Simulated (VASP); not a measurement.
# ZnS (F-43m) in VASP: relaxation of the atoms with PBE

Aim: the relaxation of the atoms of ZnS with PBE.

Everything below comes from runs of VASP 6.6.1. Logs are shortened: lines on timing, memory, paths and dates and some standing lists are left out, and cuts for length are marked.

**1. The cell of the first run**

Symmetry: F-43m, No. 216, cubic system. The conventional cell has a = 5.404 Å, b = 5.404 Å, c = 5.404 Å, α = 90.00°, β = 90.00°, γ = 90.00°. Zn (site symmetry -43m) has 4 S at 2.34 Å within 3.1 Å. Within 3.1 Å of S (site symmetry -43m) lie 4 Zn at 2.34 Å.

**2. Relaxation of the atoms, PBE**

File INCAR:

```
PREC = Accurate
ENCUT = 450
EDIFF = 1E-7
ISMEAR = 0
SIGMA = 0.01
LREAL = F
LASPH = T
NELM = 120
ALGO = Normal
ISIF = 2
LWAVE = F
LCHARG = F
GGA = PE
IBRION = 2
NSW = 50
EDIFFG = -0.02
GGA_COMPAT = F
NELMIN = 4
```

File KPOINTS:

```
Automatic mesh
0
Gamma
  4 4 4
```

File POSCAR:

```
ZnS
1.0
    0.0000000000      2.7020000000      2.7020000000
    2.7020000000      0.0000000000      2.7020000000
    2.7020000000      2.7020000000      0.0000000000
Zn S
1 1
Direct
    0.2500000000      0.2500000000      0.2500000000
    0.0000000000      0.0000000000      0.0000000000
```

Potentials or basis: VASP PAW PBE potentials, release 64 (Zn, S).

On the command line:

```
$ cat potpaw_PBE.64/Zn/POTCAR potpaw_PBE.64/S/POTCAR > POTCAR
$ mpirun -np 1 vasp_std > vasp.out
```

OUTCAR:

```text
PREC = Accurate
   ENCUT = 450
   EDIFF = 1E-7
   ISMEAR = 0
   LREAL = F
   LASPH = T
   NELM = 120
   ISIF = 2
   GGA = PE
   IBRION = 2
   NSW = 50
   EDIFFG = -0.02
   NELMIN = 4

 ion  position               nearest neighbor table
   1  0.250  0.250  0.250-   2 2.34   2 2.34   2 2.34   2 2.34
   2  0.000  0.000  0.000-   1 2.34   1 2.34   1 2.34   1 2.34

  LATTYP: Found a face centered cubic cell.
 ALAT       =     5.4040000000

  Lattice vectors:

 A1 = (   0.0000000000,   2.7020000000,   2.7020000000)
 A2 = (   2.7020000000,   0.0000000000,   2.7020000000)
 A3 = (   2.7020000000,   2.7020000000,   0.0000000000)

Analysis of symmetry for initial positions (statically):
=====================================================================
 Subroutine PRICEL returns:
 Original cell was already a primitive cell.

 Routine SETGRP: Setting up the symmetry group for a
 face centered cubic supercell.

 Subroutine GETGRP returns: Found 24 space group operations
 (whereof 24 operations were pure point group operations)
 out of a pool of 48 trial point group operations.

The static configuration has the point symmetry T_d .

Analysis of symmetry for dynamics (positions and initial velocities):
=====================================================================
 Subroutine PRICEL returns:
 Original cell was already a primitive cell.

 Routine SETGRP: Setting up the symmetry group for a
 face centered cubic supercell.

 Subroutine GETGRP returns: Found 24 space group operations
 (whereof 24 operations were pure point group operations)
 out of a pool of 48 trial point group operations.

The dynamic configuration has the point symmetry T_d .

 Subroutine INISYM returns: Found 24 space group operations
 (whereof 24 operations are pure point group operations),
 and found     1 'primitive' translations

----------------------------------------------------------------------------------------

                                     Primitive cell

  volume of cell :      39.4535

  direct lattice vectors                    reciprocal lattice vectors
     0.000000000  2.702000000  2.702000000    -0.185048113  0.185048113  0.185048113
     2.702000000  0.000000000  2.702000000     0.185048113 -0.185048113  0.185048113
     2.702000000  2.702000000  0.000000000     0.185048113  0.185048113 -0.185048113

  length of vectors
     3.821205046  3.821205046  3.821205046     0.320512733  0.320512733  0.320512733

  position of ions in fractional coordinates (direct lattice)
     0.250000000  0.250000000  0.250000000
     0.000000000  0.000000000  0.000000000

  ion indices of the primitive-cell ions
   primitive index   ion index
                 1           1
                 2           2

----------------------------------------------------------------------------------------

 KPOINTS: Automatic mesh

Automatic generation of k-mesh.
 Grid dimensions read from file:
 generate k-points for:    4    4    4

 Generating k-lattice:

  Cartesian coordinates                     Fractional coordinates (reciprocal lattice)
    -0.046262028  0.046262028  0.046262028     0.250000000  0.000000000  0.000000000
     0.046262028 -0.046262028  0.046262028     0.000000000  0.250000000  0.000000000
     0.046262028  0.046262028 -0.046262028     0.000000000  0.000000000  0.250000000

  Length of vectors
     0.080128183  0.080128183  0.080128183

  Shift w.r.t. Gamma in fractional coordinates (k-lattice)
     0.000000000  0.000000000  0.000000000

 Subroutine IBZKPT returns following result:
 ===========================================

 Found      8 irreducible k-points:

 Following reciprocal coordinates:
            Coordinates               Weight
  0.000000  0.000000  0.000000      1.000000
  0.250000  0.000000  0.000000      8.000000
  0.500000  0.000000  0.000000      4.000000
  0.250000  0.250000  0.000000      6.000000
  0.500000  0.250000  0.000000     24.000000
 -0.250000  0.250000  0.000000     12.000000
  0.500000  0.500000  0.000000      3.000000
 -0.250000  0.500000  0.250000      6.000000
   k-points           NKPTS =      8   k-points in BZ     NKDIM =      8   number of bands    NBANDS=     13
   number of dos      NEDOS =    301   number of ions     NIONS =      2
   total plane-waves  NPLWV =  21952
   dimension x,y,z NGX =    28 NGY =   28 NGZ =   28
   dimension x,y,z NGXF=    56 NGYF=   56 NGZF=   56
   ions per type =               1   1
   NGX,Y,Z   is equivalent  to a cutoff of  12.18, 12.18, 12.18 a.u.
   NGXF,Y,Z  is equivalent  to a cutoff of  24.36, 24.36, 24.36 a.u.
 SYSTEM =  unknown system
   PREC   = accura    normal or accurate (medium, high low for compatibility)
   ISTART =      0    job   : 0-new  1-cont  2-samecut
   ICHARG =      2    charge: 1-file 2-atom 10-const
   ISPIN  =      1    spin polarized calculation?
   LNONCOLLINEAR =      F non collinear calculations
   LSORBIT =      F    spin-orbit coupling
   LASPH  =      T    aspherical Exc in radial PAW
   ENCUT  =  450.0 eV  33.07 Ry    5.75 a.u.   6.61  6.61  6.61*2*pi/ulx,y,z
   NELM   =    120;   NELMIN=  4; NELMDL= -5     # of ELM steps
   EDIFF  = 0.1E-06   stopping-criterion for ELM
   LREAL  =      F    real-space projection
   EDIFFG = -.2E-01   stopping-criterion for IOM
   NSW    =     50    number of steps for IOM
   IBRION =      2    ionic relax: 0-MD 1-quasi-New 2-CG
   NFREE  =      1    steps in history (QN), initial steepest desc. (CG)
   ISIF   =      2    stress and relaxation
   ISYM   =      2    0-nonsym 1-usesym 2-fastsym
   POTIM  = 0.5000    time-step for ionic-motion
   TEBEG  =    0.0;   TEEND  =   0.0 temperature during run
   PSTRESS=    0.0 pullay stress
   NELECT =      18.0000    total number of electrons
   NUPDOWN=      -1.0000    fix difference up-down
   EMIN   =  10.00;   EMAX   =-10.00  energy-range for DOS
   EFERMI =   0.00;   METHOD = LEGACY
   ISMEAR =     0;   SIGMA  =   0.01  broadening in eV -4-tet -1-fermi 0-gaus
   EFERMI_NEDOS =   21; number of points for ismear=-14 and -15
   IALGO  =     38    algorithm
   IMIX   =      4    mixing-type and parameters
     AMIX     =   0.40;   BMIX     =  1.00
     AMIX_MAG =   1.60;   BMIX_MAG =  1.00
  volume/ion in A,a.u.               =      19.73       133.12
  Fermi-wavevector in a.u.,A,eV,Ry     =   1.260290  2.381602 21.610537  1.588330
  Thomas-Fermi vector in A             =   2.393807
   LORBIT       =      0    0 simple, 1 ext, 2 COOP (PROOUT), +10 PAW based schemes
   GGA     = PE    functional components
   LHFCALC =     F    Hartree Fock is set to
   AEXX    =    0.0000 exact exchange contribution
   IVDW    =     0    specifies the selected vdW correction
   LEPSILON=     F    determine dielectric tensor
   LRPA    =     F    only Hartree local field effects (RPA)
 conjugate gradient relaxation of ions
 non-spin polarized calculation
 Gauss-broadening in eV      SIGMA  =   0.01
  energy-cutoff  :      450.00
  volume of cell :       39.45
 maximum number of plane-waves:       876
 NGX is ok and might be reduce to    28
   NGX = 13   NGY = 13   NGZ = 13

 number of electron      18.0000000 magnetization

 Free energy of the ion-electron system (eV)
  ---------------------------------------------------
  ext. energy  EPLUGINS =         0.00000000
  ---------------------------------------------------
  free energy    TOTEN  =        -6.79965259 eV

  energy without entropy =       -6.79965259  energy(sigma->0) =       -6.79965259

 E-fermi :   2.2089     XC(G=0):  -9.6193

 val. band max:        2.1323952662   @ k =   0.0000   0.0000   0.0000
 cond. band min:       4.2369146050   @ k =   0.0000   0.0000   0.0000
 fundamental gap:      2.1045193388
 Fermi energy:         2.2089076419

 k-point     1 :       0.0000    0.0000    0.0000
  band No.  band energies     occupation
      1     -11.0070      2.00000
      2      -4.2284      2.00000
      3      -4.2284      2.00000
      4      -4.2284      2.00000
      5      -3.7332      2.00000
      6      -3.7332      2.00000
      7       2.1324      2.00000
      8       2.1324      2.00000
      9       2.1324      2.00000
     10       4.2369      0.00000
     11       8.5114      0.00000
     12       8.5114      0.00000
     13       8.5114      0.00000

 k-point     2 :       0.2500    0.0000    0.0000
  band No.  band energies     occupation
      1     -10.5841      2.00000
      2      -4.1791      2.00000
      3      -4.1615      2.00000
      4      -4.1615      2.00000
      5      -3.7315      2.00000
      6      -3.7315      2.00000
      7      -0.7089      2.00000
      8       1.6627      2.00000
      9       1.6627      2.00000
     10       5.5971      0.00000
     11       9.0683      0.00000
     12       9.1363      0.00000
     13       9.1363      0.00000

 k-point     3 :       0.5000    0.0000    0.0000
  band No.  band energies     occupation
      1     -10.0769      2.00000
      2      -4.1138      2.00000
      3      -4.1138      2.00000
      4      -3.7027      2.00000
      5      -3.7027      2.00000
      6      -3.5291      2.00000
      7      -3.1687      2.00000
      8       1.2646      2.00000
      9       1.2646      2.00000
     10       5.4295      0.00000
     11       9.0426      0.00000
     12       9.0426      0.00000
     13      11.0049      0.00000
[... 49 lines left out ...]
 k-point     7 :       0.5000    0.5000    0.0000
  band No.  band energies     occupation
      1      -9.7638      2.00000
      2      -4.2536      2.00000
      3      -3.8864      2.00000
      4      -3.8864      2.00000
      5      -3.6578      2.00000
      6      -3.5152      2.00000
      7      -2.4402      2.00000
      8      -0.0915      2.00000
      9      -0.0915      2.00000
     10       5.5235      0.00000
     11       6.1932      0.00000
     12      13.1118      0.00000
     13      14.0905      0.00000

 k-point     8 :      -0.2500    0.5000    0.2500
  band No.  band energies     occupation
      1      -9.7579      2.00000
      2      -4.0957      2.00000
      3      -3.9480      2.00000
      4      -3.7907      2.00000
      5      -3.7701      2.00000
      6      -3.3318      2.00000
      7      -2.4657      2.00000
      8      -0.6213      2.00000
      9      -0.5890      2.00000
     10       7.8269      0.00000
     11       8.1617      0.00000
     12       9.9918      0.00000
     13      10.3661      0.00000

------------------------ aborting loop because EDIFF is reached ----------------------------------------

  FORCE on cell =-STRESS in cart. coord.  units (eV):
  Direction    XX          YY          ZZ          XY          YZ          ZX
  --------------------------------------------------------------------------------------
  -------------------------------------------------------------------------------------
  Total        0.4853361      0.4853361      0.4853361      0.0000000      0.0000000      0.0000000
  in kB       19.7091142     19.7091142     19.7091142      0.0000000      0.0000000      0.0000000
  external PRESSURE =      19.7091142 kB  Pullay stress =       0.0000000 kB

 VOLUME and BASIS-vectors are now :
 -----------------------------------------------------------------------------
  energy-cutoff  :      450.00
  volume of cell :       39.45
      direct lattice vectors                 reciprocal lattice vectors
     0.000000000  2.702000000  2.702000000    -0.185048113  0.185048113  0.185048113
     2.702000000  0.000000000  2.702000000     0.185048113 -0.185048113  0.185048113
     2.702000000  2.702000000  0.000000000     0.185048113  0.185048113 -0.185048113

 POSITION                                       TOTAL-FORCE (eV/Angst)
 -----------------------------------------------------------------------------------
      1.35100      1.35100      1.35100        -0.000000     -0.000000     -0.000000
      0.00000      0.00000      0.00000         0.000000      0.000000      0.000000
 -----------------------------------------------------------------------------------
    total drift:                               -0.000000     -0.000000     -0.000000

  FREE ENERGIE OF THE ION-ELECTRON SYSTEM (eV)
  ---------------------------------------------------
  free  energy   TOTEN  =        -6.7996525902 eV

  energy  without entropy=       -6.7996525902  energy(sigma->0) =       -6.79965259

 reached required accuracy - stopping structural energy minimisation
```

Wall time 4.1 s (1 thread of Intel Xeon Platinum 8559C (Emerald Rapids), shared host); peak memory 0.15 GiB.

What came out:

```
Free energy             : -6.7997 eV
Pressure after relaxing : 2.0 GPa
Band gap on the k mesh  : 2.10 eV, direct
```

Final structure:
```
Zn S
1.0
     0.00000    2.70200    2.70200
     2.70200    0.00000    2.70200
     2.70200    2.70200    0.00000
Zn S
1 1
Cartesian
  1.3510 1.3510 1.3510
  0.0000 0.0000 0.0000
```

Caveat: the k points lie up to 0.50 Å⁻¹ apart; the relaxation stopped at its first step, so nothing moved. Expect the measured gap to be larger: semilocal functionals such as PBE lack the derivative discontinuity.
